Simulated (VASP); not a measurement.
Write the native input for VASP 6.6.1 that does the following.

| Property | Result |
| --- | --- |
| Task | single point |
| Functional | PBE |
| Potentials or basis | VASP PAW PBE potentials, release 64 (Ta_pv, Si, I) |
| Cutoff | 520 eV |
| k mesh | 6 × 6 × 2 |
| Occupations | gaussian, width 0.1 eV |
| Spin | no spin polarisation |
| Dipole correction | no |
| Further INCAR settings | ALGO = Normal; EDIFF = 1e-06; NBANDS = 28 |

The structure of Ta2SiI2 lies in POSCAR:

```
Ta2SiI2
1.0
    4.4602289000      0.0000000000      0.0000000000
   -2.2301144500      3.8626715300      0.0000000000
    0.0000000000      0.0000000000      9.6330306300
Ta Si I
2 1 2
Direct
    0.3333333300      0.6666666700      0.0000000000
    0.6666666700      0.3333333300      0.0000000000
    0.0000000000      0.0000000000      0.5000000000
    0.0000000000      0.0000000000      0.1442448100
    0.0000000000      0.0000000000      0.8557551900
```

The cell was built from a structure type or drawn by symmetry, and may not be a known phase.

One way to write it, as run:

INCAR

```
PREC     = Accurate       # precision mode
ENCUT    = 520            # plane-wave cutoff, eV
EDIFF    = 1E-6           # SCF threshold, eV
ISMEAR   = 0              # smearing method
SIGMA    = 0.1            # smearing width, eV
LREAL    = F              # projectors in reciprocal space
LASPH    = T              # aspherical terms in the spheres
NELM     = 60             # most SCF steps
ALGO     = Normal         # electronic algorithm
ISIF     = 2              # what is computed and relaxed
LWAVE    = F              # write WAVECAR
LCHARG   = F              # write CHGCAR
GGA      = PE             # functional
NBANDS   = 28             # bands
```

KPOINTS

```
regular mesh
0
Gamma
  6 6 2
```

Potentials or basis: VASP PAW PBE potentials, release 64 (Ta_pv, Si, I).

Command:

```sh
$ cat potpaw_PBE.64/Ta_pv/POTCAR potpaw_PBE.64/Si/POTCAR potpaw_PBE.64/I/POTCAR > POTCAR
$ mpirun -np 1 vasp_std > vasp.out
```

It gave:

```yaml
Pressure: 10.1 GPa
Largest_force: 6.297 eV/Å
Band_gap_on_the_k_mesh: zero (bands 20 and 21 overlap by 0.59 eV)
```

Caveat: the cell stands under pressure; spin-orbit coupling is left out, which moves the levels of the heavy elements; forces of over 1 eV/Å act on the atoms, so gaps and moduli don't describe the material at rest.

It took 48 s on 1 thread of Intel(R) Xeon(R) 6975P-C (Granite Rapids) (shared host), peak memory 0.31 GiB.
